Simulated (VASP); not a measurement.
Crystal: Cl.

```
CELL_PARAMETERS angstrom
2.21159 -4.60494 0.00000
2.21159 4.60494 0.00000
0.00000 0.00000 3.95986
ATOMIC_POSITIONS crystal
Cl 0.60920 0.39080 0.00000
Cl 0.39080 0.60920 0.00000
```

The cell was generated, and may not be a known phase.

| Property | Result |
| --- | --- |
| Program | VASP 6.6.1 |
| Task | relaxation of cell and atoms |
| Functional | PBE |
| Potentials or basis | VASP PAW PBE potentials, release 64 (Cl) |
| Cutoff | 600 eV |
| k mesh | 8 × 8 × 8 |
| Occupations | gaussian, width 0.02 eV |
| Spin | no spin polarisation |

At the start: pressure -0.1 GPa; volume 40.33 Å³/atom.

Q: How do energy, volume and symmetry change on relaxing?

A: Over 12 steps the energy falls by 3.6 meV/atom and the volume is 43.86 Å³/atom (+8.8 %); space group Cmmm (No. 65, to 0.1 Å) before and after.

Step by step:
| step | energy change (eV) | largest force (eV/Å) | pressure (GPa) | volume (Å³) |
| --- | --- | --- | --- | --- |
| 1 | 0.0000 | 0.1593 | -0.08 | 80.66 |
| 2 | 0.0025 | 0.3684 | 0.66 | 80.42 |
| 3 | -0.0009 | 0.0143 | 0.17 | 80.57 |
| 4 | -0.0017 | 0.0132 | 0.16 | 80.97 |
| 5 | -0.0037 | 0.0150 | 0.11 | 82.16 |
| 6 | -0.0061 | 0.0176 | 0.06 | 84.55 |
| 7 | -0.0071 | 0.0212 | -0.01 | 89.37 |
| 8 | -0.0072 | 0.0210 | -0.01 | 88.44 |
| 9 | -0.0070 | 0.0192 | 0.04 | 86.49 |
| 10 | -0.0072 | 0.0200 | 0.00 | 87.72 |
| 11 | -0.0063 | 0.1764 | -0.24 | 87.72 |
| 12 | -0.0072 | 0.0001 | -0.01 | 87.72 |

Final structure:
```yaml
crystal:
  lattice:
    - [2.20860, -4.63901, 0.00000]
    - [2.20860, 4.63901, 0.00000]
    - [0.00000, 0.00000, 4.28074]
  atoms:
    - { symbol: Cl, position: [0.60788, 0.39212, 0.00000] }
    - { symbol: Cl, position: [0.39212, 0.60788, 0.00000] }
```

Caveat: this functional lacks dispersion, which holds the molecules together, so the pressure and a relaxed volume are unreliable; this functional lacks dispersion, which binds layers or chains, so the pressure and a relaxed spacing across them are unreliable.
